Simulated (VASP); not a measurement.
# NaCl (Fm-3m) in VASP: further runs, part 2 of 2

VASP 6.6.1. Earlier steps stand in the parts before.

### Step 3. Vibrations by perturbation theory, LDA (20.09 Å³/atom)

File INCAR:

```
SYSTEM = NaCl
ALGO     = Normal         ! electronic algorithm
EDIFF    = 1E-8           ! SCF threshold, eV
ENCUT    = 520            ! plane-wave cutoff, eV
GGA      = CA             ! functional
IBRION   = 8              ! ionic algorithm
ISIF     = 2              ! what is computed and relaxed
ISMEAR   = 0              ! smearing method
LASPH    = .True.         ! aspherical terms in the spheres
LCHARG   = .True.         ! write CHGCAR
LREAL    = .False.        ! projectors in reciprocal space
LWAVE    = .False.        ! write WAVECAR
NBANDS   = 14             ! bands
NELM     = 100            ! most SCF steps
NSW      = 1              ! ionic steps
PREC     = Accurate       ! precision mode
SIGMA    = 0.01           ! smearing width, eV
```

File KPOINTS:

```
k-points
0
Gamma
  8 8 8
  0 0 0
```

File POSCAR:

```
NaCl
1.0
    0.0000000000      2.7184637588      2.7184637588
    2.7184637588      0.0000000000      2.7184637588
    2.7184637588      2.7184637588      0.0000000000
Na Cl
1 1
Direct
    0.0000000000      0.0000000000      0.0000000000
    0.5000000000      0.5000000000      0.5000000000
```

Potentials or basis: VASP PAW LDA potentials, release 64 (Na_pv, Cl).

Command:

```console
cat potpaw_LDA.64/Na_pv/POTCAR potpaw_LDA.64/Cl/POTCAR > POTCAR
mpirun -np 1 vasp_std > vasp.out
```

OUTCAR:

```text
SYSTEM = NaCl
   EDIFF = 1E-8
   ENCUT = 520
   GGA = CA
   IBRION = 8
   ISIF = 2
   ISMEAR = 0
   LASPH = .True.
   LREAL = .False.
   NELM = 100
   NSW = 1
   PREC = Accurate

 ion  position               nearest neighbor table
   1  0.000  0.000  0.000-   2 2.72   2 2.72   2 2.72   2 2.72   2 2.72   2 2.72
   2  0.500  0.500  0.500-   1 2.72   1 2.72   1 2.72   1 2.72   1 2.72   1 2.72

  LATTYP: Found a face centered cubic cell.
 ALAT       =     5.4369275176

  Lattice vectors:

 A1 = (   0.0000000000,   2.7184637588,   2.7184637588)
 A2 = (   2.7184637588,   0.0000000000,   2.7184637588)
 A3 = (   2.7184637588,   2.7184637588,   0.0000000000)

Analysis of symmetry for initial positions (statically):
=====================================================================
 Subroutine PRICEL returns:
 Original cell was already a primitive cell.

 Routine SETGRP: Setting up the symmetry group for a
 face centered cubic supercell.

 Subroutine GETGRP returns: Found 48 space group operations
 (whereof 48 operations were pure point group operations)
 out of a pool of 48 trial point group operations.

The static configuration has the point symmetry O_h .

Analysis of symmetry for dynamics (positions and initial velocities):
=====================================================================
 Subroutine PRICEL returns:
 Original cell was already a primitive cell.
[... 597 lines left out ...]
      0.00000      0.00000      0.00000         0.000000      0.000000      0.000000
      2.71846      2.71846      2.71846        -0.000000     -0.000000     -0.000000
 -----------------------------------------------------------------------------------
    total drift:                               -0.000000      0.000000      0.000000

  FREE ENERGIE OF THE ION-ELECTRON SYSTEM (eV)
  ---------------------------------------------------
  free  energy   TOTEN  =        -7.3880877007 eV

  energy  without entropy=       -7.3880877007  energy(sigma->0) =       -7.38808770

[... ionic steps 2 to 3 ...]

--------------------------------------- Ionic step        4  -------------------------------------------

------------------------ aborting loop because EDIFF is reached ----------------------------------------

[... ionic steps 5 to 6 ...]

--------------------------------------- Ionic step        7  -------------------------------------------

 Free energy of the ion-electron system (eV)
  ---------------------------------------------------
  ---------------------------------------------------
  free energy    TOTEN  =        -0.18908153 eV

  energy without entropy =       -0.18908153

------------------------ aborting loop because EDIFF is reached ----------------------------------------

 INTERNAL STRAIN TENSOR  FOR ION    2  DIRECTION 1   (eV/Angst):
 -----------------------------------------------------------------------------
     0.00763  0.00000 -0.00000
     0.00000  0.00181  0.00000
    -0.00000  0.00000  0.00181

 INTERNAL STRAIN TENSOR FOR ION    2 for displacements in x,y,z  (eV/Angst):
          X           Y           Z          XY          YZ          ZX
  --------------------------------------------------------------------------------
  x     0.00000     0.00000     0.00000     0.00000     0.00000     0.00000
  y     0.00000     0.00000     0.00000     0.00000     0.00000     0.00000
  z     0.00000     0.00000     0.00000     0.00000     0.00000     0.00000

 SECOND DERIVATIVES (NOT SYMMETRIZED)
 ------------------------------------
               1X          1Y          1Z          2X          2Y          2Z
  1X    -1.957630    0.000000    0.000000    1.957630    0.000000    0.000000
  1Y     0.000000   -1.957630    0.000000    0.000000    1.957630    0.000000
  1Z     0.000000    0.000000   -1.957630    0.000000    0.000000    1.957630
  2X     1.987018    0.000000    0.000000   -1.987018    0.000000    0.000000
  2Y     0.000000    1.987018    0.000000    0.000000   -1.987018    0.000000
  2Z     0.000000    0.000000    1.987018    0.000000    0.000000   -1.987018

 Eigenvectors and eigenvalues of the dynamical matrix
 ----------------------------------------------------

   1 f  =    5.874457 THz    36.910303 2PiTHz  195.950798 cm-1    24.294792 meV
             X         Y         Z           dx          dy          dz
      0.000000  0.000000  0.000000    -0.776570    0.000000    0.000000
      2.718464  2.718464  2.718464     0.630031    0.000000    0.000000
[... 21 lines left out ...]
   6 f/i=    0.021413 THz     0.134539 2PiTHz    0.714248 cm-1     0.088555 meV
             X         Y         Z           dx          dy          dz
      0.000000  0.000000  0.000000     0.000000   -0.630031    0.000000
      2.718464  2.718464  2.718464     0.000000   -0.776570    0.000000

--------------------------------------------------------------------------------------------------------

 ELASTIC MODULI CONTR FROM IONIC RELAXATION (kBar)
 Direction    XX          YY          ZZ          XY          YZ          ZX
 --------------------------------------------------------------------------------
 XX           0.0000      0.0000      0.0000      0.0000      0.0000      0.0000
 YY           0.0000      0.0000      0.0000      0.0000      0.0000      0.0000
 ZZ           0.0000      0.0000      0.0000      0.0000      0.0000      0.0000
 XY           0.0000      0.0000      0.0000      0.0000      0.0000      0.0000
 YZ           0.0000      0.0000      0.0000      0.0000      0.0000      0.0000
 ZX           0.0000      0.0000      0.0000      0.0000      0.0000      0.0000
 --------------------------------------------------------------------------------
```

Wall time 3 min (1 thread of Intel Xeon 8259CL, shared host); peak memory 0.21 GiB.

Results:

| Item | Value |
| --- | --- |
| Highest phonon frequency at Γ, LO-TO splitting left out | 196 cm⁻¹ |

Phonon frequencies in cm⁻¹ (negative: imaginary):
```tsv
q point	frequencies
(0.000, 0.000, 0.000)	-1 -1 -1 196 196 196
```

### Step 4. Vibrations by perturbation theory, LDA

This run uses another cell than the first one, of 20.40 Å³/atom.

File INCAR:

```
SYSTEM = NaCl
PREC     = Accurate       ! precision mode
ENCUT    = 520            ! plane-wave cutoff, eV
EDIFF    = 1E-8           ! SCF threshold, eV
ISMEAR   = 0              ! smearing method
SIGMA    = 0.01           ! smearing width, eV
LREAL    = .False.        ! projectors in reciprocal space
LASPH    = .True.         ! aspherical terms in the spheres
NELM     = 100            ! most SCF steps
ALGO     = Normal         ! electronic algorithm
ISIF     = 2              ! what is computed and relaxed
LWAVE    = .False.        ! write WAVECAR
LCHARG   = .True.         ! write CHGCAR
GGA      = CA             ! functional
IBRION   = 8              ! ionic algorithm
NSW      = 1              ! ionic steps
```

File KPOINTS:

```
regular mesh
0
Gamma
  8 8 8
  0 0 0
```

File POSCAR:

```
NaCl
1.0
    0.0000000000      2.7321936067      2.7321936067
    2.7321936067      0.0000000000      2.7321936067
    2.7321936067      2.7321936067      0.0000000000
Na Cl
1 1
Direct
    0.0000000000      0.0000000000      0.0000000000
    0.5000000000      0.5000000000      0.5000000000
```

Potentials or basis: VASP PAW LDA potentials, release 64 (Na_pv, Cl).

Command:

```console
cat potpaw_LDA.64/Na_pv/POTCAR potpaw_LDA.64/Cl/POTCAR > POTCAR
mpirun -np 1 vasp_std > vasp.out
```

OUTCAR:

```text
SYSTEM = NaCl
   PREC = Accurate
   ENCUT = 520
   EDIFF = 1E-8
   ISMEAR = 0
   LREAL = .False.
   LASPH = .True.
   NELM = 100
   ISIF = 2
   GGA = CA
   IBRION = 8
   NSW = 1

 ion  position               nearest neighbor table
   1  0.000  0.000  0.000-
   2  0.500  0.500  0.500-

  LATTYP: Found a face centered cubic cell.
 ALAT       =     5.4643872134

  Lattice vectors:

 A1 = (   0.0000000000,   2.7321936067,   2.7321936067)
 A2 = (   2.7321936067,   0.0000000000,   2.7321936067)
 A3 = (   2.7321936067,   2.7321936067,   0.0000000000)

Analysis of symmetry for initial positions (statically):
=====================================================================
 Subroutine PRICEL returns:
 Original cell was already a primitive cell.

 Routine SETGRP: Setting up the symmetry group for a
 face centered cubic supercell.

 Subroutine GETGRP returns: Found 48 space group operations
 (whereof 48 operations were pure point group operations)
 out of a pool of 48 trial point group operations.

The static configuration has the point symmetry O_h .

Analysis of symmetry for dynamics (positions and initial velocities):
=====================================================================
 Subroutine PRICEL returns:
 Original cell was already a primitive cell.

 Routine SETGRP: Setting up the symmetry group for a
 face centered cubic supercell.

[... 521 lines left out ...]
      0.00000      0.00000      0.00000        -0.000000      0.000000      0.000000
      2.73219      2.73219      2.73219         0.000000     -0.000000      0.000000
 -----------------------------------------------------------------------------------
    total drift:                               -0.000000      0.000000      0.000000

  FREE ENERGIE OF THE ION-ELECTRON SYSTEM (eV)
  ---------------------------------------------------
  free  energy   TOTEN  =        -7.3892027086 eV

  energy  without entropy=       -7.3892027086  energy(sigma->0) =       -7.38920271

[... ionic steps 2 to 3 ...]

--------------------------------------- Ionic step        4  -------------------------------------------

------------------------ aborting loop because EDIFF is reached ----------------------------------------

[... ionic steps 5 to 6 ...]

--------------------------------------- Ionic step        7  -------------------------------------------

 Free energy of the ion-electron system (eV)
  ---------------------------------------------------
  ---------------------------------------------------
  free energy    TOTEN  =        -0.18926300 eV

  energy without entropy =       -0.18926300

------------------------ aborting loop because EDIFF is reached ----------------------------------------

 INTERNAL STRAIN TENSOR  FOR ION    2  DIRECTION 1   (eV/Angst):
 -----------------------------------------------------------------------------
     0.00701  0.00000 -0.00000
    -0.00000  0.00208  0.00000
     0.00000  0.00000  0.00208

 INTERNAL STRAIN TENSOR FOR ION    2 for displacements in x,y,z  (eV/Angst):
          X           Y           Z          XY          YZ          ZX
  --------------------------------------------------------------------------------
  x     0.00000     0.00000     0.00000     0.00000     0.00000     0.00000
  y     0.00000     0.00000     0.00000     0.00000     0.00000     0.00000
  z     0.00000     0.00000     0.00000     0.00000     0.00000     0.00000

 SECOND DERIVATIVES (NOT SYMMETRIZED)
 ------------------------------------
               1X          1Y          1Z          2X          2Y          2Z
  1X    -1.829873    0.000000    0.000000    1.829873    0.000000    0.000000
  1Y     0.000000   -1.829873    0.000000    0.000000    1.829873    0.000000
  1Z     0.000000    0.000000   -1.829873    0.000000    0.000000    1.829873
  2X     1.830234    0.000000    0.000000   -1.830234    0.000000    0.000000
  2Y     0.000000    1.830234    0.000000    0.000000   -1.830234    0.000000
  2Z     0.000000    0.000000    1.830234    0.000000    0.000000   -1.830234

 Eigenvectors and eigenvalues of the dynamical matrix
 ----------------------------------------------------

   1 f  =    5.663023 THz    35.581823 2PiTHz  188.898114 cm-1    23.420371 meV
             X         Y         Z           dx          dy          dz
      0.000000  0.000000  0.000000     0.778831   -0.000000    0.000000
      2.732194  2.732194  2.732194    -0.627233    0.000000    0.000000
[... 21 lines left out ...]
   6 f/i=    0.000272 THz     0.001710 2PiTHz    0.009081 cm-1     0.001126 meV
             X         Y         Z           dx          dy          dz
      0.000000  0.000000  0.000000    -0.609529   -0.147973    0.000000
      2.732194  2.732194  2.732194    -0.756848   -0.183737    0.000000

--------------------------------------------------------------------------------------------------------

 ELASTIC MODULI CONTR FROM IONIC RELAXATION (kBar)
 Direction    XX          YY          ZZ          XY          YZ          ZX
 --------------------------------------------------------------------------------
 XX           0.0000      0.0000      0.0000      0.0000      0.0000      0.0000
 YY           0.0000      0.0000      0.0000      0.0000      0.0000      0.0000
 ZZ           0.0000      0.0000      0.0000      0.0000      0.0000      0.0000
 XY           0.0000      0.0000      0.0000      0.0000      0.0000      0.0000
 YZ           0.0000      0.0000      0.0000      0.0000      0.0000      0.0000
 ZX           0.0000      0.0000      0.0000      0.0000      0.0000      0.0000
 --------------------------------------------------------------------------------
```

Run time: 2.6 min. Hardware: 1 thread of Intel Xeon 8259CL, shared host; peak memory 0.2 GiB.

What came out:

```
Highest phonon frequency at Γ, LO-TO splitting left out : 189 cm⁻¹
```

Phonon frequencies in cm⁻¹ (negative: imaginary):
| q point | frequencies |
| --- | --- |
| (0.000, 0.000, 0.000) | 0 0 0 189 189 189 |
